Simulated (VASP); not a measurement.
Here is a VASP 6.6.1 calculation.

Contents of INCAR:

```
SYSTEM = TePb
  PREC = Accurate
  ENCUT = 520
  EDIFF = 1E-6
  ISMEAR = -1
  SIGMA = 0.02
  LREAL = .False.
  LASPH = .True.
  NELM = 80
  ALGO = Normal
  ISIF = 2
  LWAVE = .False.
  LCHARG = .False.
  NBANDS = 28
```

Contents of KPOINTS:

```
regular mesh
0
Gamma
  7 7 5
  0 0 0
```

Contents of POSCAR:

```
TePb
1.0
    3.1903839584      3.1903839584      0.0000000000
   -3.1903839584      3.1903839584      0.0000000000
    0.0000000000      0.0000000000      6.3807679169
Pb Te
2 2
Direct
    0.0000000000      0.0000000000      0.0000000000
    0.5000000000      0.5000000000      0.5000000000
    0.5000000000      0.5000000000      0.0000000000
    0.0000000000      0.0000000000      0.5000000000
```

Potentials or basis: VASP PAW LDA potentials, release 64 (Pb_d, Te).

Run with:

```bash
$ cat potpaw_LDA.64/Pb_d/POTCAR potpaw_LDA.64/Te/POTCAR > POTCAR
$ mpirun -np 1 vasp_std > vasp.out
```

Q: Predict the pressure.

A: 0.0 GPa.
